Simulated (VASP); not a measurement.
# CdS (F-43m) in VASP: vibrations by perturbation theory with LDA

Aim: the vibrations by perturbation theory of CdS with LDA.

Everything below comes from runs of VASP 6.6.1. Logs are shortened: lines on timing, memory, paths and dates and some standing lists are left out, and cuts for length are marked.

### Step 1. The cell of the first run

It takes space group F-43m (No. 216, cubic). Conventional cell: a = 5.879 Å, b = 5.879 Å, c = 5.879 Å, α = 90.00°, β = 90.00°, γ = 90.00°. Within 3.4 Å of Cd (site symmetry -43m) lie 4 S at 2.55 Å. S (site symmetry -43m) has 4 Cd at 2.55 Å within 3.4 Å.

### Step 2. Vibrations by perturbation theory, LDA

File INCAR:

```
  PREC = Accurate
  ENCUT = 630
  EDIFF = 1E-8
  ISMEAR = 0
  SIGMA = 0.01
  LREAL = F
  LASPH = T
  NELM = 120
  ALGO = Normal
  ISIF = 2
  LWAVE = F
  LCHARG = F
  NBANDS = 20
  IBRION = 8
  NSW = 1
  LEPSILON = T
  GGA_COMPAT = F
```

File KPOINTS:

```
Automatic mesh
0
Gamma
  8 8 8
```

File POSCAR:

```
CdS
1.0
    0.0000000000      2.9393400439      2.9393400439
    2.9393400439      0.0000000000      2.9393400439
    2.9393400439      2.9393400439      0.0000000000
Cd S
1 1
Direct
    0.0000000000      0.0000000000      0.0000000000
    0.7500000000      0.7500000000      0.7500000000
```

Potentials or basis: VASP PAW LDA potentials, release 64 (Cd_sv_GW, S).

Run with:

```
> cat potpaw_LDA.64/Cd_sv_GW/POTCAR potpaw_LDA.64/S/POTCAR > POTCAR
> mpirun -np 1 vasp_std > vasp.out
```

OUTCAR:

```text
PREC = Accurate
   ENCUT = 630
   EDIFF = 1E-8
   ISMEAR = 0
   LREAL = F
   LASPH = T
   NELM = 120
   ISIF = 2
   IBRION = 8
   NSW = 1
   LEPSILON = T

 ion  position               nearest neighbor table
   1  0.000  0.000  0.000-   2 2.55   2 2.55   2 2.55   2 2.55
   2  0.750  0.750  0.750-   1 2.55   1 2.55   1 2.55   1 2.55

  LATTYP: Found a face centered cubic cell.
 ALAT       =     5.8786800878

  Lattice vectors:

 A1 = (   0.0000000000,   2.9393400439,   2.9393400439)
 A2 = (   2.9393400439,   0.0000000000,   2.9393400439)
 A3 = (   2.9393400439,   2.9393400439,   0.0000000000)

Analysis of symmetry for initial positions (statically):
=====================================================================
 Subroutine PRICEL returns:
 Original cell was already a primitive cell.

 Routine SETGRP: Setting up the symmetry group for a
 face centered cubic supercell.

 Subroutine GETGRP returns: Found 24 space group operations
 (whereof 24 operations were pure point group operations)
 out of a pool of 48 trial point group operations.

The static configuration has the point symmetry T_d .

Analysis of symmetry for dynamics (positions and initial velocities):
=====================================================================
 Subroutine PRICEL returns:
 Original cell was already a primitive cell.

 Routine SETGRP: Setting up the symmetry group for a
 face centered cubic supercell.

 Subroutine GETGRP returns: Found 24 space group operations
 (whereof 24 operations were pure point group operations)
 out of a pool of 48 trial point group operations.

The dynamic configuration has the point symmetry T_d .

 Subroutine INISYM returns: Found 24 space group operations
 (whereof 24 operations are pure point group operations),
 and found     1 'primitive' translations

----------------------------------------------------------------------------------------

[... 782 lines left out ...]
     0.00000  0.00534  4.74231
     0.00000  4.74231  0.00534

 MACROSCOPIC STATIC DIELECTRIC TENSOR (including local field effects in DFT)
 ------------------------------------------------------
           7.837747    -0.000000    -0.000000
           0.000000     7.837747    -0.000000
           0.000000     0.000000     7.837747
 ------------------------------------------------------

 PIEZOELECTRIC TENSOR (including local field effects)  for field in x, y, z        (e  Angst)
          XX          YY          ZZ          XY          YZ          ZX
  --------------------------------------------------------------------------------
  x     0.00000    -0.00000    -0.00000     0.00000     1.94838     0.00000
  y     0.00000     0.00000     0.00000     0.00000     0.00000     1.94838
  z     0.00000     0.00000     0.00000     1.94838     0.00000     0.00000

 PIEZOELECTRIC TENSOR (including local field effects)  for field in x, y, z        (C/m^2)
          XX          YY          ZZ          XY          YZ          ZX
  --------------------------------------------------------------------------------
  x     0.00000    -0.00000    -0.00000     0.00000     0.61462     0.00000
  y     0.00000     0.00000     0.00000     0.00000     0.00000     0.61462
  z     0.00000     0.00000     0.00000     0.61462     0.00000     0.00000

 BORN EFFECTIVE CHARGES (including local field effects) (in |e|, cummulative output)
 ---------------------------------------------------------------------------------
 ion    1
    1     2.25351     0.00000    -0.00000
    2     0.00000     2.25351    -0.00000
    3     0.00000     0.00000     2.25351
 ion    2
    1    -2.25351    -0.00000     0.00000
    2     0.00000    -2.25351     0.00000
    3    -0.00000     0.00000    -2.25351

 INTERNAL STRAIN TENSOR FOR ION    2 for displacements in x,y,z  (eV/Angst):
          X           Y           Z          XY          YZ          ZX
  --------------------------------------------------------------------------------
  x     0.00000     0.00000     0.00000     0.00000     4.74231     0.00000
  y     0.00000     0.00000     0.00000     0.00000     0.00000     4.74231
  z     0.00000     0.00000     0.00000     4.74231     0.00000     0.00000

 SECOND DERIVATIVES (NOT SYMMETRIZED)
 ------------------------------------
               1X          1Y          1Z          2X          2Y          2Z
  1X   -31.516019    0.000000    0.000000   31.516019    0.000000    0.000000
  1Y     0.000000  -31.516019    0.000000    0.000000   31.516019    0.000000
  1Z     0.000000    0.000000  -31.516019    0.000000    0.000000   31.516019
  2X     4.341694    0.000000    0.000000   -4.341694    0.000000    0.000000
  2Y     0.000000    4.341694    0.000000    0.000000   -4.341694    0.000000
  2Z     0.000000    0.000000    4.341694    0.000000    0.000000   -4.341694

 Eigenvectors and eigenvalues of the dynamical matrix
 ----------------------------------------------------

   1 f  =   11.220931 THz    70.503192 2PiTHz  374.289984 cm-1    46.406023 meV
             X         Y         Z           dx          dy          dz
      0.000000  0.000000  0.000000     0.000000    0.786089    0.000000
      4.409010  4.409010  4.409010     0.000000   -0.618113    0.000000
[... 21 lines left out ...]
   6 f/i=    4.929178 THz    30.970939 2PiTHz  164.419681 cm-1    20.385433 meV
             X         Y         Z           dx          dy          dz
      0.000000  0.000000  0.000000     0.000000    0.000000   -0.618113
      4.409010  4.409010  4.409010     0.000000    0.000000   -0.786089

--------------------------------------------------------------------------------------------------------

 MACROSCOPIC STATIC DIELECTRIC TENSOR IONIC CONTRIBUTION
 ------------------------------------------------------
           0.804277     0.000000     0.000000
           0.000000     0.804277    -0.000000
           0.000000    -0.000000     0.804277
 ------------------------------------------------------

 ELASTIC MODULI CONTR FROM IONIC RELAXATION (kBar)
 Direction    XX          YY          ZZ          XY          YZ          ZX
 --------------------------------------------------------------------------------
 XX           0.0000      0.0000      0.0000      0.0000      0.0000      0.0000
 YY           0.0000      0.0000      0.0000      0.0000      0.0000      0.0000
 ZZ           0.0000      0.0000      0.0000      0.0000      0.0000      0.0000
 XY           0.0000      0.0000      0.0000    -67.2907      0.0000      0.0000
 YZ           0.0000      0.0000      0.0000      0.0000    -67.2907      0.0000
 ZX           0.0000      0.0000      0.0000      0.0000      0.0000    -67.2907
 --------------------------------------------------------------------------------

 PIEZOELECTRIC TENSOR IONIC CONTR  for field in x, y, z        (C/m^2)
          XX          YY          ZZ          XY          YZ          ZX
  --------------------------------------------------------------------------------
  x     0.00000     0.00000     0.00000     0.00000    -0.21890    -0.00000
  y     0.00000     0.00000     0.00000     0.00000     0.00000    -0.21890
  z     0.00000     0.00000     0.00000    -0.21890    -0.00000     0.00000
```

OSZICAR:

```text
N       E                     dE             d eps       ncg     rms          rms(c)
DAV:   1     0.452539032922E+03    0.45254E+03   -0.15699E+04  1160   0.179E+03
DAV:   2     0.393303946623E+02   -0.41321E+03   -0.37967E+03  1160   0.595E+02
DAV:   3    -0.589579461704E+01   -0.45226E+02   -0.44655E+02  1712   0.223E+02
DAV:   4    -0.785692258381E+01   -0.19611E+01   -0.19595E+01  1560   0.487E+01
[... 221 lines left out ...]
RMM:  14    -0.106063074813E+00   -0.71304E-08    0.11304E-07  8985   0.193E-04    0.443E-07
RMM:  15    -0.106063076157E+00   -0.13447E-08    0.10665E-07  8306   0.191E-04    0.432E-07
RMM:  16    -0.106063076911E+00   -0.75390E-09    0.14949E-07  8272   0.190E-04    0.345E-07
RMM:  17    -0.106063077220E+00   -0.30869E-09    0.37296E-08  7753   0.190E-04    0.191E-07
 Linear response finished
```

stdout:

```text
POSCAR found type information on POSCAR CdS
 POSCAR found :  2 types and       2 ions
 scaLAPACK will be used
 LDA part: xc-table for (Slater(with rela. corr.)+CA(PZ))
 , standard interpolation
 POSCAR, INCAR and KPOINTS ok, starting setup
 FFT: planning ... GRIDC
 FFT: planning ... GRID_SOFT
 FFT: planning ... GRID
[... 24 lines left out ...]
 Linear response to external field, progress :
  Direction:   3
 dielectric tensor                  component  3 :     1.033     0.885     7.838
 Linear response DOF=           2
 Linear response progress:
 first order change of Fermi-energy   0.20017E+00
 force on displaced ion       1 direction 1 : -31.516   0.000   0.000
 Born effective charge ion    1 direction 1 :   2.361   0.000   0.000
 Linear response progress:
 first order change of Fermi-energy  -0.22489E+00
 force on displaced ion       2 direction 1 :  -4.342   0.000   0.000
 Born effective charge ion    2 direction 1 :  -2.271   0.000   0.000
 Born effective charges drift removed
 Linear response finished
```

Wall time 25 min (1 thread of AMD EPYC 7R13 (Zen 3), shared host); peak memory 0.44 GiB.

What came out:

```
Electronic dielectric tensor (diagonal) : 7.84
Born charges (mean of the diagonal)     : Cd +2.25; S -2.25 e
```

Electronic dielectric tensor:
```
7.84 0.00 0.00
0.00 7.84 0.00
0.00 0.00 7.84
```

Born effective charge tensors (e):
atom 1, Cd
```
2.25 0.00 0.00
0.00 2.25 0.00
0.00 0.00 2.25
```
atom 2, S
```
-2.25  0.00  0.00
 0.00 -2.25  0.00
 0.00  0.00 -2.25
```

Caveat: the cell stands under pressure or tension, which shifts response properties; some modes are imaginary.
